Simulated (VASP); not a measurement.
Set up this calculation in VASP 6.6.1, as the native input.

| Property | Result |
| --- | --- |
| Task | single point |
| Functional | PBE |
| Potentials or basis | VASP PAW PBE potentials, release 64 (Ni) |
| Cutoff | 520 eV |
| k mesh | 8 × 8 × 8 |
| Occupations | gaussian, width 0.1 eV |
| Spin | collinear spin, ferromagnetic start |
| Starting moments | [2.0] μB |
| Dipole correction | no |
| Further INCAR settings | ALGO = Normal; EDIFF = 1e-06; NBANDS = 15 |

The structure of Ni lies in POSCAR:

```
Ni
1.0
    0.0000000000      1.7405332719      1.7405332719
    1.7405332719      0.0000000000      1.7405332719
    1.7405332719      1.7405332719      0.0000000000
Ni
1
Direct
    0.0000000000      0.0000000000      0.0000000000
```

These files were run (other wordings do the same):

INCAR

```
ALGO = Normal ; EDIFF = 1E-6
ENCUT = 520 ; GGA = PE
ISIF = 2 ; ISMEAR = 0
ISPIN = 2 ; LASPH = T
LCHARG = T ; LELF = T
LMAXMIX = 4 ; LORBIT = 11
LREAL = F ; LVHAR = T
LWAVE = F ; MAGMOM = 2
NBANDS = 15 ; NELM = 150
PREC = Accurate ; SIGMA = 0.1
```

KPOINTS

```
k-points
0
Gamma
  8 8 8
```

Potentials or basis: VASP PAW PBE potentials, release 64 (Ni).

The run is started by

```sh
$ cat potpaw_PBE.64/Ni/POTCAR > POTCAR
$ mpirun -np 1 vasp_std > vasp.out
```

It gave:

```yaml
Pressure: 7.1 GPa
Net_moment: 0.70 μB per cell
Site_moments: Ni +0.71 μB
Valence_electrons_inside_the_program's_atomic_spheres: Ni 9.37
```

Caveat: the k points lie up to 0.39 Å⁻¹ apart.

It took 7.7 s on 1 thread of AMD EPYC 9R45 96-Core Processor (Zen 5), with other jobs on the host, peak memory 0.09 GiB.
